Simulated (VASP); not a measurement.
Set up this calculation in VASP 6.6.1, as the native input.

```
Task                   : single point
Functional             : r2SCAN
Potentials or basis    : VASP PAW PBE potentials, release 64 (Hf_pv, C)
Cutoff                 : 520 eV
k mesh                 : 8 × 8 × 8
Occupations            : fermi-dirac, width 0.05 eV
Spin                   : no spin polarisation
Dipole correction      : no
Further INCAR settings : ALGO = Normal; EDIFF = 1e-06; NBANDS = 14
```

Crystal: HfC.

```
CELL_PARAMETERS angstrom
0.00000 2.21417 2.21417
2.21417 0.00000 2.21417
2.21417 2.21417 0.00000
ATOMIC_POSITIONS crystal
Hf 0.00000 0.00000 0.00000
C 0.50000 0.50000 0.50000
```

The input as run:

POSCAR

```
HfC
1.0
    0.0000000000      2.2141676047      2.2141676047
    2.2141676047      0.0000000000      2.2141676047
    2.2141676047      2.2141676047      0.0000000000
Hf C
1 1
Direct
    0.0000000000      0.0000000000      0.0000000000
    0.5000000000      0.5000000000      0.5000000000
```

INCAR.step1

```
SYSTEM = HfC
PREC = Accurate ; ENCUT = 520
ISMEAR = -1 ; SIGMA = 0.05
LREAL = .FALSE. ; LASPH = .TRUE.
NELM = 80 ; NBANDS = 14
GGA = PE ; ALGO = Normal
EDIFF = 1E-4 ; LWAVE = .TRUE.
LCHARG = .FALSE.
```

INCAR.step2

```
SYSTEM = HfC
PREC = Accurate ; ENCUT = 520
EDIFF = 1E-6 ; ISMEAR = -1
SIGMA = 0.05 ; LREAL = .FALSE.
LASPH = .TRUE. ; NELM = 80
ALGO = Normal ; ISIF = 2
LWAVE = .FALSE. ; LCHARG = .FALSE.
METAGGA = R2SCAN ; LMIXTAU = .TRUE.
NBANDS = 14 ; ISTART = 1
```

KPOINTS

```
regular mesh
0
G
  8 8 8
  0 0 0
```

Potentials or basis: VASP PAW PBE potentials, release 64 (Hf_pv, C).

Launch:

```bash
$ cat potpaw_PBE.64/Hf_pv/POTCAR potpaw_PBE.64/C/POTCAR > POTCAR
$ cp INCAR.step1 INCAR
$ mpirun -np 1 vasp_std > vasp.out
$ cp INCAR.step2 INCAR
$ mpirun -np 1 vasp_std > vasp.out
```

Results of the run:

* Pressure: 45.1 GPa
* Band gap on the k mesh: zero (band 7 reaches 8.16 eV, above the bottom of band 8 at 6.60 eV)

Caveat: the PAW data sets were made with another functional, which shifts forces and pressure a little; spin-orbit coupling is left out, which moves the levels of the heavy elements.

It took 27 s on 1 thread of Intel(R) Xeon(R) 6975P-C (Granite Rapids) (shared host), peak memory 0.14 GiB.
